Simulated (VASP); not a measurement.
# ZrB2 (P6/mmm) in VASP: notebook

ZrB2 is run at these levels: LDA; tasks: single point.

All numbers are computed with VASP 6.6.1; they aren't measurements. Logs are shortened: lines on timing, memory, paths and dates and some standing lists are left out, and cuts for length are marked.

## 1. The cell of the first run

It takes space group P6/mmm (No. 191, hexagonal). Conventional cell: a = 3.134 Å, b = 3.134 Å, c = 3.487 Å, α = 90.00°, β = 90.00°, γ = 120.00°. Zr (site symmetry 6/mmm) has 12 B at 2.51 Å and 6 Zr at 3.13 Å within 3.3 Å. Within 2.4 Å of B (site symmetry -6m2) lie 3 B at 1.81 Å.

## 2. Single point, LDA

The input, INCAR:

```
SYSTEM = ZrB2
PREC = Accurate
ENCUT = 520
EDIFF = 1E-6
ISMEAR = 0
SIGMA = 0.1
LREAL = .FALSE.
LASPH = .TRUE.
NELM = 60
ALGO = Normal
ISIF = 2
LWAVE = .FALSE.
LCHARG = .FALSE.
NBANDS = 16
```

The input, KPOINTS:

```
Automatic mesh
0
G
  15 15 10
  0 0 0
```

The input, POSCAR:

```
ZrB2
1.0
    3.1336193786      0.0000000000      0.0000000000
   -1.5668096893      2.7137939877      0.0000000000
    0.0000000000      0.0000000000      3.4870610255
Zr B
1 2
Direct
    0.0000000000      0.0000000000      0.0000000000
    0.3333333333      0.6666666667      0.5000000000
    0.6666666667      0.3333333333      0.5000000000
```

Potentials or basis: VASP PAW LDA potentials, release 64 (Zr_sv, B).

On the command line:

```bash
$ cat potpaw_LDA.64/Zr_sv/POTCAR potpaw_LDA.64/B/POTCAR > POTCAR
$ mpirun -np 1 vasp_std > vasp.out
```

OUTCAR:

```text
SYSTEM = ZrB2
   PREC = Accurate
   ENCUT = 520
   EDIFF = 1E-6
   ISMEAR = 0
   LREAL = .FALSE.
   LASPH = .TRUE.
   NELM = 60
   ISIF = 2

 ion  position               nearest neighbor table
   1  0.000  0.000  0.000-   2 2.51   3 2.51   2 2.51   3 2.51   3 2.51   3 2.51   2 2.51   2 2.51
                             3 2.51   3 2.51   2 2.51   2 2.51
   2  0.333  0.667  0.500-   3 1.81   3 1.81   3 1.81   1 2.51   1 2.51   1 2.51   1 2.51   1 2.51
                             1 2.51
   3  0.667  0.333  0.500-   2 1.81   2 1.81   2 1.81   1 2.51   1 2.51   1 2.51   1 2.51   1 2.51
                             1 2.51

  LATTYP: Found a hexagonal cell.
 ALAT       =     3.1336193786
 C/A-ratio  =     1.1127902289

  Lattice vectors:

 A1 = (   3.1336193786,   0.0000000000,   0.0000000000)
 A2 = (  -1.5668096893,   2.7137939877,   0.0000000000)
 A3 = (   0.0000000000,   0.0000000000,   3.4870610255)

Analysis of symmetry for initial positions (statically):
=====================================================================
 Subroutine PRICEL returns:
 Original cell was already a primitive cell.

 Routine SETGRP: Setting up the symmetry group for a
 hexagonal supercell.

 Subroutine GETGRP returns: Found 24 space group operations
 (whereof 24 operations were pure point group operations)
 out of a pool of 24 trial point group operations.

The static configuration has the point symmetry D_6h.

Analysis of symmetry for dynamics (positions and initial velocities):
=====================================================================
 Subroutine PRICEL returns:
 Original cell was already a primitive cell.

 Routine SETGRP: Setting up the symmetry group for a
 hexagonal supercell.

 Subroutine GETGRP returns: Found 24 space group operations
 (whereof 24 operations were pure point group operations)
 out of a pool of 24 trial point group operations.

The dynamic configuration has the point symmetry D_6h.

 Subroutine INISYM returns: Found 24 space group operations
 (whereof 24 operations are pure point group operations),
 and found     1 'primitive' translations

----------------------------------------------------------------------------------------

                                     Primitive cell

  volume of cell :      29.6540

[... 77 lines left out ...]
   ions per type =               1   2
   NGX,Y,Z   is equivalent  to a cutoff of  12.73, 12.73, 13.35 a.u.
   NGXF,Y,Z  is equivalent  to a cutoff of  25.47, 25.47, 26.70 a.u.
 SYSTEM =  ZrB2
   PREC   = accura    normal or accurate (medium, high low for compatibility)
   ISTART =      0    job   : 0-new  1-cont  2-samecut
   ICHARG =      2    charge: 1-file 2-atom 10-const
   ISPIN  =      1    spin polarized calculation?
   LNONCOLLINEAR =      F non collinear calculations
   LSORBIT =      F    spin-orbit coupling
   LASPH  =      T    aspherical Exc in radial PAW
   ENCUT  =  520.0 eV  38.22 Ry    6.18 a.u.   5.83  5.83  6.48*2*pi/ulx,y,z
   NELM   =     60;   NELMIN=  2; NELMDL= -5     # of ELM steps
   EDIFF  = 0.1E-05   stopping-criterion for ELM
   LREAL  =      F    real-space projection
[... 7 lines left out ...]
   TEBEG  =    0.0;   TEEND  =   0.0 temperature during run
   PSTRESS=    0.0 pullay stress
   NELECT =      18.0000    total number of electrons
   NUPDOWN=      -1.0000    fix difference up-down
   EMIN   =  10.00;   EMAX   =-10.00  energy-range for DOS
   EFERMI =   0.00;   METHOD = LEGACY
   ISMEAR =     0;   SIGMA  =   0.10  broadening in eV -4-tet -1-fermi 0-gaus
   EFERMI_NEDOS =   21; number of points for ismear=-14 and -15
   IALGO  =     38    algorithm
   IMIX   =      4    mixing-type and parameters
     AMIX     =   0.40;   BMIX     =  1.00
     AMIX_MAG =   1.60;   BMIX_MAG =  1.00
  volume/ion in A,a.u.               =       9.88        66.70
  Fermi-wavevector in a.u.,A,eV,Ry     =   1.386133  2.619411 26.141738  1.921364
  Thomas-Fermi vector in A             =   2.510477
   LORBIT       =      0    0 simple, 1 ext, 2 COOP (PROOUT), +10 PAW based schemes
   GGA     = CA    functional components
   LHFCALC =     F    Hartree Fock is set to
   AEXX    =    0.0000 exact exchange contribution
   IVDW    =     0    specifies the selected vdW correction
   LEPSILON=     F    determine dielectric tensor
   LRPA    =     F    only Hartree local field effects (RPA)
 non-spin polarized calculation
 Gauss-broadening in eV      SIGMA  =   0.10
  energy-cutoff  :      520.00
  volume of cell :       29.65
 maximum number of plane-waves:       820
 NGX is ok and might be reduce to    24
   NGX = 11   NGY = 11   NGZ = 13

 number of electron      18.0000000 magnetization

 Free energy of the ion-electron system (eV)
  ---------------------------------------------------
  ext. energy  EPLUGINS =         0.00000000
  ---------------------------------------------------
  free energy    TOTEN  =       -27.48432751 eV

  energy without entropy =      -27.48358836  energy(sigma->0) =      -27.48395793

 E-fermi :  10.8271     XC(G=0): -12.7555

 val. band max:       10.7486654416   @ k =   0.0667   0.0667   0.5000
 cond. band min:      10.8689696801   @ k =   0.0667   0.0667   0.4000
 fundamental gap:      0.1203042384
 Fermi energy:        10.8271456855

 k-point     1 :       0.0000    0.0000    0.0000
  band No.  band energies     occupation
      1     -37.3583      2.00000
      2     -15.7262      2.00000
      3     -15.1017      2.00000
      4     -15.1017      2.00000
      5      -1.8523      2.00000
      6       8.1639      2.00000
[... 433 lines left out ...]
      3     -15.5896      2.00000
      4     -15.5083      2.00000
      5       2.5018      2.00000
      6       2.7717      2.00000
[... 8 lines left out ...]
     15      20.6876      0.00000
     16      20.9137      0.00000

 [... further k-points ...]
[... 5 lines left out ...]
  --------------------------------------------------------------------------------------
  -------------------------------------------------------------------------------------
  Total        0.0858462      0.0858462      0.0905719      0.0000000     -0.0000000      0.0000000
  in kB        4.6381967      4.6381967      4.8935214      0.0000000     -0.0000000      0.0000000
  external PRESSURE =       4.7233049 kB  Pullay stress =       0.0000000 kB

 VOLUME and BASIS-vectors are now :
 -----------------------------------------------------------------------------
  energy-cutoff  :      520.00
  volume of cell :       29.65
      direct lattice vectors                 reciprocal lattice vectors
     3.133619379  0.000000000  0.000000000     0.319119803  0.184243904  0.000000000
    -1.566809689  2.713793988  0.000000000     0.000000000  0.368487809  0.000000000
     0.000000000  0.000000000  3.487061026     0.000000000  0.000000000  0.286774448

 POSITION                                       TOTAL-FORCE (eV/Angst)
 -----------------------------------------------------------------------------------
      0.00000      0.00000      0.00000         0.000000      0.000000      0.000000
     -0.00000      1.80920      1.74353        -0.000000      0.000000      0.000000
      1.56681      0.90460      1.74353         0.000000      0.000000      0.000000
 -----------------------------------------------------------------------------------
    total drift:                               -0.000000      0.000000      0.000000

  FREE ENERGIE OF THE ION-ELECTRON SYSTEM (eV)
  ---------------------------------------------------
  free  energy   TOTEN  =       -27.4843275069 eV

  energy  without entropy=      -27.4835883619  energy(sigma->0) =      -27.48395793
```

OSZICAR:

```text
N       E                     dE             d eps       ncg     rms          rms(c)
DAV:   1     0.101046912696E+03    0.10105E+03   -0.97371E+03  5192   0.113E+03
DAV:   2    -0.262033944631E+02   -0.12725E+03   -0.12246E+03  6792   0.294E+02
DAV:   3    -0.302624157780E+02   -0.40590E+01   -0.40440E+01  7816   0.451E+01
DAV:   4    -0.303235893465E+02   -0.61174E-01   -0.61163E-01  6480   0.514E+00
DAV:   5    -0.303248901401E+02   -0.13008E-02   -0.13008E-02  7736   0.509E-01    0.233E+01
DAV:   6    -0.275436402591E+02    0.27812E+01   -0.61020E+00  6808   0.167E+01    0.943E+00
DAV:   7    -0.274886353096E+02    0.55005E-01   -0.63934E-01  7128   0.500E+00    0.356E+00
DAV:   8    -0.274896930279E+02   -0.10577E-02   -0.11585E-01  6296   0.274E+00    0.392E-01
DAV:   9    -0.274846784738E+02    0.50146E-02   -0.23162E-02  6336   0.117E+00    0.190E-01
DAV:  10    -0.274843248850E+02    0.35359E-03   -0.18119E-03  6096   0.390E-01    0.447E-02
DAV:  11    -0.274843289021E+02   -0.40170E-05   -0.60288E-05  6720   0.741E-02    0.131E-02
DAV:  12    -0.274843278169E+02    0.10851E-05   -0.34866E-06  6336   0.166E-02    0.652E-03
DAV:  13    -0.274843275069E+02    0.31000E-06   -0.52388E-07  3568   0.699E-03
   1 F= -.27484328E+02 E0= -.27483958E+02  d E =-.739145E-03
```

Run time: 45 s. Hardware: 1 thread of AMD EPYC 7R13 (Zen 3), shared host; peak memory 0.16 GiB.

Results:

```
Free energy            : -27.4843 eV
Pressure               : 0.5 GPa
Band gap on the k mesh : zero (bands 9 and 10 overlap by 0.89 eV)
```

Levels at points of the mesh, in eV from the Fermi level:
| k point | band 5 | band 6 | band 7 | band 8 | band 9 | band 10 | band 11 | band 12 | band 13 | band 14 |
| --- | --- | --- | --- | --- | --- | --- | --- | --- | --- | --- |
| (0.00, 0.00, 0.00) | -12.68 | -2.66 | -2.66 | -2.63 | -2.22 | 3.58 | 3.58 | 4.39 | 4.39 | 5.27 |
| (0.00, 0.00, 0.50) | -10.46 | -6.96 | -0.93 | -0.93 | 0.36 | 0.36 | 0.84 | 0.84 | 1.95 | 5.16 |

## 3. Single point, LDA

The input, INCAR:

```
SYSTEM = ZrB2
ALGO = Normal
EDIFF = 1E-7
ENCUT = 520
GGA = CA
ISIF = 2
ISMEAR = -1
LASPH = .TRUE.
LCHARG = .FALSE.
LREAL = .FALSE.
LWAVE = .FALSE.
NBANDS = 16
NELM = 60
PREC = Accurate
SIGMA = 0.15
```

The input, KPOINTS:

```
k-points
0
G
  18 18 12
  0 0 0
```

The input, POSCAR:

```
ZrB2
1.0
    3.1333384761      0.0000000000      0.0000000000
   -1.5666692380      2.7135507189      0.0000000000
    0.0000000000      0.0000000000      3.4890629355
Zr B
1 2
Direct
    0.0000000000      0.0000000000      0.0000000000
    0.3333333333      0.6666666667      0.5000000000
    0.6666666667      0.3333333333      0.5000000000
```

Potentials or basis: VASP PAW LDA potentials, release 64 (Zr_sv, B).

On the command line:

```bash
$ cat potpaw_LDA.64/Zr_sv/POTCAR potpaw_LDA.64/B/POTCAR > POTCAR
$ mpirun -np 1 vasp_std > vasp.out
```

It took 84 s on 1 thread of AMD EPYC 7R13 (Zen 3), shared host; peak memory 0.2 GiB.

The run converged. Its results:

- Free energy: -27.4918 eV
- Pressure: 0.4 GPa
- Band gap on the k mesh: zero (bands 9 and 10 overlap by 1.30 eV)

Levels at points of the mesh, in eV from the Fermi level:
| k point | band 5 | band 6 | band 7 | band 8 | band 9 | band 10 | band 11 | band 12 | band 13 | band 14 |
| --- | --- | --- | --- | --- | --- | --- | --- | --- | --- | --- |
| (0.00, 0.00, 0.00) | -12.71 | -2.69 | -2.69 | -2.66 | -2.26 | 3.55 | 3.55 | 4.34 | 4.34 | 5.24 |
| (0.50, 0.00, 0.00) | -9.01 | -8.33 | -3.99 | -3.06 | -2.77 | 2.33 | 2.40 | 5.15 | 5.26 | 6.81 |
| (0.00, 0.00, 0.50) | -10.50 | -7.00 | -0.96 | -0.96 | 0.33 | 0.33 | 0.80 | 0.80 | 1.91 | 5.13 |
| (0.50, 0.00, 0.50) | -9.94 | -6.89 | -4.72 | -4.22 | -1.84 | 3.91 | 4.38 | 5.55 | 6.61 | 6.76 |
